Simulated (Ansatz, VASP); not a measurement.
## MnO: VASP beside Ansatz

Contents of POSCAR:

```
MnO
1.0
    0.0000000000      2.2239077028      2.2239077028
    2.2239077028      0.0000000000      2.2239077028
    2.2239077028      2.2239077028      0.0000000000
Mn O
1 1
Direct
    0.0000000000      0.0000000000      0.0000000000
    0.5000000000      0.5000000000      0.5000000000
```

Contents of INCAR.step1:

```
ALGO = Normal ; EDIFF = 1E-5
ENCUT = 520 ; GGA = PE
ISIF = 2 ; ISMEAR = -1
ISPIN = 2 ; LASPH = True
LCHARG = False ; LMAXMIX = 4
LORBIT = 11 ; LREAL = False
LWAVE = True ; MAGMOM = 4 0
NBANDS = 20 ; NELM = 150
PREC = Accurate ; SIGMA = 0.05
```

File INCAR.step2:

```
ALGO = Normal ; EDIFF = 1E-7
ENCUT = 520 ; GGA = PE
HFSCREEN = 0.2079 ; ISIF = 2
ISMEAR = -1 ; ISPIN = 2
ISTART = 1 ; LASPH = True
LCHARG = False ; LHFCALC = True
LMAXMIX = 4 ; LORBIT = 11
LREAL = False ; LWAVE = False
MAGMOM = 4 0 ; NBANDS = 20
NELM = 150 ; PREC = Accurate
PRECFOCK = Normal ; SIGMA = 0.05
```

The input KPOINTS:

```
k-points
0
Gamma
  5 5 5
```

Contents of input.yaml:

```yaml
crystal:
  lattice:
    - [0.0, 2.2239077028, 2.2239077028]
    - [2.2239077028, 0.0, 2.2239077028]
    - [2.2239077028, 2.2239077028, 0.0]
  atoms:
    - { symbol: Mn, position: [0.0, 0.0, 0.0], spin: 4.0 }
    - { symbol: O, position: [0.5, 0.5, 0.5] }
hamiltonian:
  xc: hse06
  pseudopotentials: { kind: paw }
magnetization:
  spin_polarized: true
kpoints:
  mp_grid: { grid: [5, 5, 5] }
  band_path:
    path:
      - [[0.0, 0.0, 0.0], [0.5, 0.0, 0.5], [0.5, 0.25, 0.75], [0.375, 0.375, 0.75], [0.0, 0.0, 0.0], [0.5, 0.5, 0.5], [0.625, 0.25, 0.625], [0.5, 0.25, 0.75], [0.5, 0.5, 0.5], [0.375, 0.375, 0.75]]
      - [[0.625, 0.25, 0.625], [0.5, 0.0, 0.5]]
    npoints: 4
scf:
  occupations: { method: fermi_dirac, width: 0.05 }
  n_extra_bands: 6
output:
  forces: true
  stress: true
  eigenvalues: true
  fatbands: false
```

Alike in both runs: functional HSE06; k mesh 5 × 5 × 5; occupations fermi-dirac, width 0.05 eV; collinear spin.

```csv
,VASP,Ansatz
version,VASP 6.6.1,Ansatz 0.2.0
potentials or method,"VASP PAW PBE potentials, release 64 (Mn_pv, O)",Ansatz PAW
plane-wave cutoff (eV),520,420
valence electrons in the cell,19,21
task,single point,band structure
```

```tsv
	VASP	Ansatz	Ansatz less VASP
gap on the k mesh at the Fermi level (eV)	1.45	1.45	-0.003
least direct gap on the mesh (eV)	4.04	4.05	+0.007
pressure (GPa)	1.4	0.8	-0.59
net moment per atom (μB)	2.50	2.50	0.000
size of the moment on the site where the two differ most (μB)	4.58	4.31	-0.279
```

Site moments also hang on the region over which each program counts them. With one functional, cell and mesh, what is left measures potentials, basis and numerics. VASP's potentials hold 19 valence electrons a cell and Ansatz's 21, so a difference there can come from the potentials and not from the codes.

The k mesh is coarse, so the values compare programs but aren't converged. Noted on Ansatz's run: the magnetic or orbital state may not be the lowest; the k mesh misses the band edges, so the gap on the mesh is wider than the one along the path.
